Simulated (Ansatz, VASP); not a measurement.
## Re in VASP and in Ansatz

```
Re
1.0
     4.37946    0.00000    0.00000
    -2.18973    3.79272    0.00000
     0.00000    0.00000    2.74451
Re
3
Direct
  0.33333 0.66667 0.50000
  0.00000 0.00000 0.00000
  0.66667 0.33333 0.50000
```

Alike in both runs: functional PBE; k mesh 12 × 12 × 16; occupations gaussian, width 0.1 eV; no spin polarisation.

Ansatz relaxed the structure, and its values are those at the end. VASP's run is a single point on that final structure, the one shown.

|  | VASP | Ansatz |
| --- | --- | --- |
| version | VASP 6.6.1 | Ansatz 0.2.0 |
| potentials or method | VASP PAW PBE potentials, release 64 (Re_sv_GW), cutoff 500 eV | scalar-relativistic, plane waves, PAW |
| valence electrons in the cell | 45 | 45 |

Ansatz gave:

```
gap on the k mesh at the Fermi level (eV) : none
pressure (GPa)                            : 0.0
```

Problem. Estimate VASP's values.

Solution. gap on the k mesh at the Fermi level (eV): none; pressure (GPa): -2.4.

A gap of «none» marks a metal or a gap that the smearing closes.

Neither program's run includes spin-orbit coupling.
